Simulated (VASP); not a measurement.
Input of a VASP 6.6.1 run:

POSCAR

```
WC
1.0
    1.5427726732      0.8907202182      2.5198015081
   -1.5427726732      0.8907202182      2.5198015081
    0.0000000000     -1.7814404364      2.5198015081
W C
1 1
Direct
    0.0000000000      0.0000000000      0.0000000000
    0.5000000000      0.5000000000      0.5000000000
```

Contents of INCAR.step1:

```
SYSTEM = WC
PREC = Accurate
ENCUT = 910
ISMEAR = 0
SIGMA = 0.1
LREAL = .FALSE.
LASPH = .TRUE.
NELM = 120
NBANDS = 16
GGA = PE
ALGO = Normal
EDIFF = 1E-5
LWAVE = .TRUE.
LCHARG = .FALSE.
GGA_COMPAT = .FALSE.
```

Contents of INCAR.step2:

```
SYSTEM = WC
PREC = Accurate
ENCUT = 910
EDIFF = 1E-6
ISMEAR = 0
SIGMA = 0.1
LREAL = .FALSE.
LASPH = .TRUE.
NELM = 120
ALGO = Normal
ISIF = 2
LWAVE = .FALSE.
LCHARG = .FALSE.
METAGGA = R2SCAN
LMIXTAU = .TRUE.
NBANDS = 16
ISTART = 1
GGA_COMPAT = .FALSE.
```

The input KPOINTS:

```
regular mesh
0
G
  12 12 12
  0 0 0
```

Potentials or basis: VASP PAW PBE potentials, release 64 (W_sv, C_h).

Command:

```sh
$ cat potpaw_PBE.64/W_sv/POTCAR potpaw_PBE.64/C_h/POTCAR > POTCAR
$ cp INCAR.step1 INCAR
$ mpirun -np 1 vasp_std > vasp.out
$ cp INCAR.step2 INCAR
$ mpirun -np 1 vasp_std > vasp.out
```

(1) Estimate the pressure.

(2) What does it give for the band gap on the k mesh?

Answers

(1) 1.7 GPa.

(2) zero (bands 9 and 10 overlap by 3.39 eV).

Caveat: the cutoff is under 1.25 times the usual one of these potentials, so pressure, stress and relaxed cells hold a basis-set (Pulay) error; the PAW data sets were made with another functional, which shifts forces and pressure a little; spin-orbit coupling is left out, which moves the levels of the heavy elements.
